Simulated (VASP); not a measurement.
Set up this calculation in VASP 6.6.1, as the native input.

| Quantity | Value |
| --- | --- |
| Task | single point |
| Functional | PBE |
| Potentials or basis | VASP PAW PBE potentials, release 64 (W_sv, Se) |
| Cutoff | 520 eV |
| k mesh | 12 × 12 × 2 |
| Occupations | fermi-dirac, width 0.02 eV |
| Spin | no spin polarisation |
| Dipole correction | no |
| Further INCAR settings | ALGO = Normal; EDIFF = 1e-07; NBANDS = 35 |

The structure of WSe2 lies in POSCAR:

```
WSe2
1.0
    3.3630926442      0.0000000000      0.0000000000
   -1.6815463221      2.9125236652      0.0000000000
    0.0000000000      0.0000000000     13.4021714208
W Se
2 4
Direct
    0.6666666667      0.3333333333      0.2500252499
    0.3333333333      0.6666666667      0.7499747501
    0.3333333333      0.6666666667      0.3728355170
    0.6666666667      0.3333333333      0.8727850207
    0.3333333333      0.6666666667      0.1272149793
    0.6666666667      0.3333333333      0.6271644830
```

This cell differs from its parent crystal: strain +1.9%.

The input as run:

INCAR

```
PREC = Accurate
ENCUT = 520
EDIFF = 1E-7
ISMEAR = -1
SIGMA = 0.02
LREAL = F
LASPH = T
NELM = 60
ALGO = Normal
ISIF = 2
LWAVE = F
LCHARG = F
GGA = PE
NBANDS = 35
```

KPOINTS

```
regular mesh
0
Gamma
  12 12 2
```

Potentials or basis: VASP PAW PBE potentials, release 64 (W_sv, Se).

The run is started by

```sh
$ cat potpaw_PBE.64/W_sv/POTCAR potpaw_PBE.64/Se/POTCAR > POTCAR
$ mpirun -np 1 vasp_std > vasp.out
```

Results of the run:

```
Pressure               : 0.3 GPa
Largest force          : 0.292 eV/Å
Band gap on the k mesh : 0.99 eV (least direct gap 1.30 eV)
```

Caveat: the cell differs from its parent crystal (strain +1.9%); spin-orbit coupling is left out, which moves the levels of the heavy elements; this functional lacks dispersion, which binds layers or chains, so the pressure and a relaxed spacing across them are unreliable.

Wall time 2.7 min on 1 thread of Intel(R) Xeon(R) Platinum 8488C (Sapphire Rapids), on a shared host, peak memory 0.34 GiB.
